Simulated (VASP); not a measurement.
# Ti3O4 (Cmmm) in VASP: further runs

Runs on Ti3O4. Level: PBEsol. Tasks: single point.

Everything below comes from runs of VASP 6.6.1. Logs are shortened: lines on timing, memory, paths and dates and some standing lists are left out, and cuts for length are marked.

### Step 1. The cell of the first run

It takes space group Cmmm (No. 65, orthorhombic). The conventional cell has a = 5.826 Å, b = 8.061 Å, c = 2.969 Å, α = 90.00°, β = 90.00°, γ = 90.00°. Ti (site symmetry mmm) has 6 O at 1.97 to 2.08 Å within 2.6 Å. Within 2.7 Å of Ti (site symmetry 2/m) lie 6 O at 2.02 to 2.08 Å. O (site symmetry 2mm) has 4 Ti at 2.02 to 2.08 Å within 2.7 Å. O (site symmetry m2m) has 5 Ti at 1.97 to 2.08 Å within 2.6 Å.

### Step 2. Single point, PBEsol (atoms displaced along a vibrational mode)

INCAR reads:

```
SYSTEM = Ti3O4
PREC = Accurate
ENCUT = 520
EDIFF = 1E-6
ISMEAR = 0
SIGMA = 0.15
LREAL = .FALSE.
LASPH = .TRUE.
NELM = 100
ALGO = Normal
ISIF = 2
LWAVE = .FALSE.
LCHARG = .FALSE.
GGA = PS
NBANDS = 39
```

KPOINTS reads:

```
regular mesh
0
G
  8 8 14
  0 0 0
```

POSCAR reads:

```
Ti3O4
1.0
    2.9128162305     -4.0303540204      0.0000000000
    2.9128162305      4.0303540204      0.0000000000
    0.0000000000      0.0000000000      2.9690273776
Ti O
3 4
Direct
    0.0000000000      0.0000000000      0.5000000000
    0.5000000000      0.0000000000      0.0000000000
    0.0000000000      0.5000000000      0.0000000000
    0.7506727973      0.7506727973      0.0000000000
    0.2439895255      0.7560104745      0.5000000000
    0.2493272027      0.2493272027      0.0000000000
    0.7560104745      0.2439895255      0.5000000000
```

Potentials or basis: VASP PAW PBE potentials, release 64 (Ti_sv, O).

Command:

```bash
$ cat potpaw_PBE.64/Ti_sv/POTCAR potpaw_PBE.64/O/POTCAR > POTCAR
$ mpirun -np 1 vasp_std > vasp.out
```

OUTCAR:

```text
SYSTEM = Ti3O4
   PREC = Accurate
   ENCUT = 520
   EDIFF = 1E-6
   ISMEAR = 0
   LREAL = .FALSE.
   LASPH = .TRUE.
   NELM = 100
   ISIF = 2
   GGA = PS

 ion  position               nearest neighbor table
   1  0.000  0.000  0.500-   5 1.97   7 1.97   6 2.08   4 2.08   4 2.08   6 2.08   2 2.90   3 2.90
                             2 2.90   3 2.90   3 2.90   3 2.90   2 2.90   2 2.90
   2  0.500  0.000  0.000-   4 2.02   6 2.02   5 2.08   7 2.08   5 2.08   7 2.08   1 2.90   1 2.90
                             1 2.90   1 2.90   3 2.91   3 2.91
   3  0.000  0.500  0.000-   4 2.02   6 2.02   5 2.08   7 2.08   5 2.08   7 2.08   1 2.90   1 2.90
                             1 2.90   1 2.90   2 2.91   2 2.91
   4  0.751  0.751  0.000-   2 2.02   3 2.02   1 2.08   1 2.08
   5  0.244  0.756  0.500-   1 1.97   2 2.08   3 2.08   2 2.08   3 2.08
   6  0.249  0.249  0.000-   2 2.02   3 2.02   1 2.08   1 2.08
   7  0.756  0.244  0.500-   1 1.97   2 2.08   3 2.08   2 2.08   3 2.08

  LATTYP: Found a base centered orthorhombic cell.
 ALAT       =     5.8256324610
 B/A-ratio  =     1.3836623053
 C/A-ratio  =     0.5096489347

  Lattice vectors:

 A1 = (   2.9128162305,  -4.0303540204,   0.0000000000)
 A2 = (   2.9128162305,   4.0303540204,   0.0000000000)
 A3 = (   0.0000000000,   0.0000000000,   2.9690273776)

Analysis of symmetry for initial positions (statically):
=====================================================================
 Subroutine PRICEL returns:
 Original cell was already a primitive cell.

 Routine SETGRP: Setting up the symmetry group for a
 base centered orthorhombic supercell.

 Subroutine GETGRP returns: Found  8 space group operations
 (whereof  8 operations were pure point group operations)
 out of a pool of  8 trial point group operations.

The static configuration has the point symmetry D_2h.

Analysis of symmetry for dynamics (positions and initial velocities):
=====================================================================
 Subroutine PRICEL returns:
 Original cell was already a primitive cell.

 Routine SETGRP: Setting up the symmetry group for a
 base centered orthorhombic supercell.

 Subroutine GETGRP returns: Found  8 space group operations
 (whereof  8 operations were pure point group operations)
 out of a pool of  8 trial point group operations.

The dynamic configuration has the point symmetry D_2h.

 Subroutine INISYM returns: Found  8 space group operations
 (whereof  8 operations are pure point group operations),
 and found     1 'primitive' translations

----------------------------------------------------------------------------------------

                                     Primitive cell

  volume of cell :      69.7109

  direct lattice vectors                    reciprocal lattice vectors
     2.912816230 -4.030354020  0.000000000     0.171655182 -0.124058581  0.000000000
     2.912816230  4.030354020  0.000000000     0.171655182  0.124058581  0.000000000
     0.000000000  0.000000000  2.969027378     0.000000000  0.000000000  0.336810636

  length of vectors
     4.972750941  4.972750941  2.969027378     0.211792429  0.211792429  0.336810636

  position of ions in fractional coordinates (direct lattice)
     0.000000000  0.000000000  0.500000000
     0.500000000  0.000000000  0.000000000
     0.000000000  0.500000000  0.000000000
     0.750672797  0.750672797  0.000000000
     0.243989525  0.756010475  0.500000000
     0.249327203  0.249327203  0.000000000
     0.756010475  0.243989525  0.500000000

  ion indices of the primitive-cell ions
   primitive index   ion index
                 1           1
                 2           2
                 3           3
                 4           4
                 5           5
                 6           6
                 7           7

----------------------------------------------------------------------------------------

 KPOINTS: regular mesh

Automatic generation of k-mesh.
 Grid dimensions read from file:
 generate k-points for:    8    8   14

 Generating k-lattice:

  Cartesian coordinates                     Fractional coordinates (reciprocal lattice)
     0.021456898 -0.015507323  0.000000000     0.125000000  0.000000000  0.000000000
     0.021456898  0.015507323  0.000000000     0.000000000  0.125000000  0.000000000
     0.000000000  0.000000000  0.024057903     0.000000000  0.000000000  0.071428571

  Length of vectors
     0.026474054  0.026474054  0.024057903

  Shift w.r.t. Gamma in fractional coordinates (k-lattice)
     0.000000000  0.000000000  0.000000000

 Subroutine IBZKPT returns following result:
 ===========================================

 Found    168 irreducible k-points:

 Following reciprocal coordinates:
            Coordinates               Weight
  0.000000  0.000000  0.000000      1.000000
  0.125000  0.000000  0.000000      4.000000
  0.250000  0.000000  0.000000      4.000000
  0.375000  0.000000  0.000000      4.000000
  0.500000  0.000000  0.000000      2.000000
  0.125000  0.125000  0.000000      2.000000
[... 16 lines left out ...]
  0.125000  0.000000  0.071429      8.000000
  0.250000  0.000000  0.071429      8.000000
 [... further k-points ...]
   k-points           NKPTS =    168   k-points in BZ     NKDIM =    168   number of bands    NBANDS=     39
   number of dos      NEDOS =    301   number of ions     NIONS =      7
   total plane-waves  NPLWV =  38400
   dimension x,y,z NGX =    40 NGY =   40 NGZ =   24
   dimension x,y,z NGXF=    80 NGYF=   80 NGZF=   48
   ions per type =               3   4
   NGX,Y,Z   is equivalent  to a cutoff of  13.37, 13.37, 13.44 a.u.
   NGXF,Y,Z  is equivalent  to a cutoff of  26.75, 26.75, 26.88 a.u.
 SYSTEM =  Ti3O4
   PREC   = accura    normal or accurate (medium, high low for compatibility)
   ISTART =      0    job   : 0-new  1-cont  2-samecut
   ICHARG =      2    charge: 1-file 2-atom 10-const
   ISPIN  =      1    spin polarized calculation?
   LNONCOLLINEAR =      F non collinear calculations
   LSORBIT =      F    spin-orbit coupling
   LASPH  =      T    aspherical Exc in radial PAW
   ENCUT  =  520.0 eV  38.22 Ry    6.18 a.u.   9.25  9.25  5.52*2*pi/ulx,y,z
   NELM   =    100;   NELMIN=  2; NELMDL= -5     # of ELM steps
   EDIFF  = 0.1E-05   stopping-criterion for ELM
   LREAL  =      F    real-space projection
   EDIFFG = 0.1E-04   stopping-criterion for IOM
   NSW    =      0    number of steps for IOM
   IBRION =     -1    ionic relax: 0-MD 1-quasi-New 2-CG
   NFREE  =      0    steps in history (QN), initial steepest desc. (CG)
   ISIF   =      2    stress and relaxation
   ISYM   =      2    0-nonsym 1-usesym 2-fastsym
   POTIM  = 0.5000    time-step for ionic-motion
   TEBEG  =    0.0;   TEEND  =   0.0 temperature during run
   PSTRESS=    0.0 pullay stress
   NELECT =      60.0000    total number of electrons
   NUPDOWN=      -1.0000    fix difference up-down
   EMIN   =  10.00;   EMAX   =-10.00  energy-range for DOS
   EFERMI =   0.00;   METHOD = LEGACY
   ISMEAR =     0;   SIGMA  =   0.15  broadening in eV -4-tet -1-fermi 0-gaus
   EFERMI_NEDOS =   21; number of points for ismear=-14 and -15
   IALGO  =     38    algorithm
   IMIX   =      4    mixing-type and parameters
     AMIX     =   0.40;   BMIX     =  1.00
     AMIX_MAG =   1.60;   BMIX_MAG =  1.00
  volume/ion in A,a.u.               =       9.96        67.20
  Fermi-wavevector in a.u.,A,eV,Ry     =   1.557250  2.942776 32.994515  2.425028
  Thomas-Fermi vector in A             =   2.660928
   LORBIT       =      0    0 simple, 1 ext, 2 COOP (PROOUT), +10 PAW based schemes
   GGA     = PS    functional components
   LHFCALC =     F    Hartree Fock is set to
   AEXX    =    0.0000 exact exchange contribution
   IVDW    =     0    specifies the selected vdW correction
   LEPSILON=     F    determine dielectric tensor
   LRPA    =     F    only Hartree local field effects (RPA)
 non-spin polarized calculation
 Gauss-broadening in eV      SIGMA  =   0.15
  energy-cutoff  :      520.00
  volume of cell :       69.71
 maximum number of plane-waves:      1898
 NGX is ok and might be reduce to    40
   NGX = 19   NGY = 19   NGZ = 11

 number of electron      59.9999983 magnetization

 Free energy of the ion-electron system (eV)
  ---------------------------------------------------
  ext. energy  EPLUGINS =         0.00000000
  ---------------------------------------------------
  free energy    TOTEN  =       -65.72140743 eV

  energy without entropy =      -65.68403947  energy(sigma->0) =      -65.70272345

 E-fermi :   9.5384     XC(G=0): -12.3926

 val. band max:        9.5360729895   @ k =   0.3750   0.3750   0.2857
 cond. band min:       9.5469841875   @ k =  -0.2500   0.1250   0.2143
 fundamental gap:      0.0109111980
 Fermi energy:         9.5384406764

 k-point     1 :       0.0000    0.0000    0.0000
  band No.  band energies     occupation
      1     -48.3946      2.00000
      2     -48.3238      2.00000
      3     -48.1140      2.00000
      4     -25.3738      2.00000
      5     -25.0998      2.00000
      6     -24.7996      2.00000
[... 31 lines left out ...]
     38      11.6828      0.00000
     39      11.6883      0.00000

 k-point     2 :       0.1250    0.0000    0.0000
  band No.  band energies     occupation
      1     -48.3915      2.00000
      2     -48.3257      2.00000
      3     -48.1154      2.00000
      4     -25.3505      2.00000
      5     -25.0901      2.00000
      6     -24.7943      2.00000
[... 31 lines left out ...]
     38      11.6431      0.00000
     39      11.6485      0.00000

 k-point     3 :       0.2500    0.0000    0.0000
  band No.  band energies     occupation
      1     -48.3826      2.00000
      2     -48.3315      2.00000
      3     -48.1186      2.00000
      4     -25.2894      2.00000
      5     -25.0608      2.00000
      6     -24.7786      2.00000
[... 31 lines left out ...]
     38      11.5610      0.00000
     39      11.5822      0.00000

 k-point     4 :       0.3750    0.0000    0.0000
  band No.  band energies     occupation
      1     -48.3703      2.00000
      2     -48.3408      2.00000
      3     -48.1220      2.00000
      4     -25.2220      2.00000
      5     -25.0072      2.00000
      6     -24.7634      2.00000
[... 31 lines left out ...]
     38      11.6423      0.00000
     39      12.0436      0.00000
[... 754 lines left out ...]
     38      11.6061      0.00000
     39      11.6414      0.00000

 k-point    23 :       0.1250    0.0000    0.0714
  band No.  band energies     occupation
      1     -48.3886      2.00000
      2     -48.3239      2.00000
      3     -48.1143      2.00000
      4     -25.3378      2.00000
      5     -25.0806      2.00000
      6     -24.7913      2.00000
[... 31 lines left out ...]
     38      11.5404      0.00000
     39      11.6625      0.00000

 k-point    24 :       0.2500    0.0000    0.0714
  band No.  band energies     occupation
      1     -48.3799      2.00000
      2     -48.3297      2.00000
      3     -48.1175      2.00000
      4     -25.2783      2.00000
      5     -25.0536      2.00000
      6     -24.7768      2.00000
[... 31 lines left out ...]
     38      11.6068      0.00000
     39      11.7277      0.00000

 [... further k-points ...]
[... 5 lines left out ...]
  --------------------------------------------------------------------------------------
  -------------------------------------------------------------------------------------
  Total       -0.9564781      4.5694677     -0.4430356      0.0000000      0.0000000      0.0000000
  in kB      -21.9829078    105.0208946    -10.1823660      0.0000000      0.0000000      0.0000000
  external PRESSURE =      24.2852069 kB  Pullay stress =       0.0000000 kB

 VOLUME and BASIS-vectors are now :
 -----------------------------------------------------------------------------
  energy-cutoff  :      520.00
  volume of cell :       69.71
      direct lattice vectors                 reciprocal lattice vectors
     2.912816230 -4.030354020  0.000000000     0.171655182 -0.124058581  0.000000000
     2.912816230  4.030354020  0.000000000     0.171655182  0.124058581  0.000000000
     0.000000000  0.000000000  2.969027378     0.000000000  0.000000000  0.336810636

 POSITION                                       TOTAL-FORCE (eV/Angst)
 -----------------------------------------------------------------------------------
      0.00000      0.00000      1.48451        -0.000000      0.000000      0.000000
      1.45641     -2.01518      0.00000        -0.000000      0.000000      0.000000
      1.45641      2.01518      0.00000        -0.000000      0.000000      0.000000
      4.37314      0.00000      0.00000         0.610764      0.000000      0.000000
      2.91282      2.06363      1.48451        -0.000000     -1.543019     -0.000000
      1.45249      0.00000      0.00000        -0.610764      0.000000      0.000000
      2.91282     -2.06363      1.48451        -0.000000      1.543019      0.000000
 -----------------------------------------------------------------------------------
    total drift:                               -0.000000     -0.000000      0.000000

  FREE ENERGIE OF THE ION-ELECTRON SYSTEM (eV)
  ---------------------------------------------------
  free  energy   TOTEN  =       -65.7214074250 eV

  energy  without entropy=      -65.6840394705  energy(sigma->0) =      -65.70272345
```

Wall time 11 min (1 thread of Intel Xeon 8259CL, shared host); peak memory 0.44 GiB.

Results:

```yaml
Free_energy: -65.7214 eV
Pressure: 2.4 GPa
Largest_force: 1.543 eV/Å
Band_gap_on_the_k_mesh: zero (bands 30 and 31 overlap by 1.33 eV)
```

Forces in eV/Å, atoms in the order of the input:
```
Ti   0.000  0.000  0.000
Ti   0.000  0.000  0.000
Ti   0.000  0.000  0.000
O    0.611  0.000  0.000
O    0.000 -1.543  0.000
O   -0.611  0.000  0.000
O    0.000  1.543  0.000
```

Levels at points of the mesh, in eV from the Fermi level:
| k point | band 27 | band 28 | band 29 | band 30 | band 31 | band 32 | band 33 | band 34 |
| --- | --- | --- | --- | --- | --- | --- | --- | --- |
| (0.00, 0.00, 0.00) | -4.03 | -3.88 | -2.72 | -0.32 | -0.06 | 0.30 | 0.83 | 1.38 |
| (0.50, 0.00, 0.00) | -4.34 | -4.31 | -0.88 | -0.67 | 0.29 | 0.35 | 0.54 | 1.03 |
| (0.50, 0.50, 0.00) | -4.70 | -4.51 | -2.41 | -0.17 | 0.60 | 0.61 | 1.04 | 1.16 |
| (0.00, 0.00, 0.50) | -5.40 | -4.99 | 0.61 | 0.69 | 0.72 | 0.72 | 0.72 | 0.83 |
| (0.50, 0.00, 0.50) | -4.98 | -4.71 | -0.66 | -0.62 | 0.45 | 0.45 | 1.60 | 1.61 |
| (0.50, 0.50, 0.50) | -4.92 | -4.83 | -2.18 | -2.09 | 1.15 | 1.57 | 1.58 | 1.86 |

Caveat: the cell differs from its parent crystal (atoms displaced along a vibrational mode); the stress differs along the axes, from -2 to 11 GPa; the PAW data sets were made with another functional, which shifts forces and pressure a little; semilocal functionals often make such compounds metallic where correlation or magnetic order opens a gap, which also shifts bond lengths.

### Step 3. Single point, PBEsol (atoms displaced along a vibrational mode)

INCAR reads:

```
PREC     = Accurate       # precision mode
ENCUT    = 520            # plane-wave cutoff, eV
EDIFF    = 1E-7           # SCF threshold, eV
ISMEAR   = 0              # smearing method
SIGMA    = 0.15           # smearing width, eV
LREAL    = F              # projectors in reciprocal space
LASPH    = T              # aspherical terms in the spheres
NELM     = 60             # most SCF steps
ALGO     = Normal         # electronic algorithm
ISIF     = 2              # what is computed and relaxed
LWAVE    = F              # write WAVECAR
LCHARG   = F              # write CHGCAR
GGA      = PS             # functional
NBANDS   = 39             # bands
```

KPOINTS reads:

```
regular mesh
0
Gamma
  8 8 14
```

POSCAR reads:

```
Ti3O4
1.0
    2.9128162305     -4.0303540204      0.0000000000
    2.9128162305      4.0303540204      0.0000000000
    0.0000000000      0.0000000000      2.9690273776
Ti O
3 4
Direct
    0.0000000000      0.0000000000      0.5000000000
    0.5000000000      0.0000000000      0.0000000000
    0.0000000000      0.5000000000      0.0000000000
    0.7718661959      0.7718661959      0.0000000000
    0.2700418275      0.7299581725      0.5000000000
    0.2281338041      0.2281338041      0.0000000000
    0.7299581725      0.2700418275      0.5000000000
```

Potentials or basis: VASP PAW PBE potentials, release 64 (Ti_sv, O).

Command:

```bash
$ cat potpaw_PBE.64/Ti_sv/POTCAR potpaw_PBE.64/O/POTCAR > POTCAR
$ mpirun -np 1 vasp_std > vasp.out
```

It took 13 min on 1 thread of Intel Xeon 8259CL, shared host; peak memory 0.44 GiB.

Results (log left out):

```yaml
Free_energy: -65.8232 eV
Pressure: 0.8 GPa
Largest_force: 0.858 eV/Å
Band_gap_on_the_k_mesh: zero (bands 30 and 31 overlap by 0.95 eV)
```

Forces on the atoms (eV/Å):
```
Ti   0.000  0.000  0.000
Ti   0.000  0.000  0.000
Ti   0.000  0.000  0.000
O   -0.661  0.000  0.000
O    0.000  0.858  0.000
O    0.661  0.000  0.000
O    0.000 -0.858  0.000
```

Stress tensor (GPa, compression positive):
```
 3.52  0.00  0.00
 0.00 -4.49  0.00
 0.00  0.00  3.22
```

Levels at points of the mesh, in eV from the Fermi level:
```tsv
k point	band 26	band 27	band 28	band 29	band 30	band 31	band 32	band 33	band 34	band 35
(0.00, 0.00, 0.00)	-4.19	-4.14	-3.85	-2.51	-0.52	-0.01	0.53	0.93	1.12	1.52
(0.50, 0.00, 0.00)	-5.90	-4.57	-3.97	-0.65	-0.55	0.06	0.50	0.69	0.90	1.14
(0.50, 0.50, 0.00)	-5.04	-4.86	-4.54	-2.33	0.32	0.75	0.80	0.90	1.02	1.18
(0.00, 0.00, 0.50)	-5.81	-5.76	-5.04	0.37	0.40	0.64	0.82	0.85	0.91	1.29
(0.50, 0.00, 0.50)	-5.69	-5.35	-4.61	-0.93	-0.65	0.45	0.45	1.64	1.69	1.70
(0.50, 0.50, 0.50)	-4.97	-4.88	-4.86	-2.48	-2.08	1.26	1.47	1.58	1.73	2.17
```

Caveat: the cell differs from its parent crystal (atoms displaced along a vibrational mode); the stress differs along the axes, from -4 to 4 GPa; the PAW data sets were made with another functional, which shifts forces and pressure a little; semilocal functionals often make such compounds metallic where correlation or magnetic order opens a gap, which also shifts bond lengths.

(Continued in part 2 of 2.)
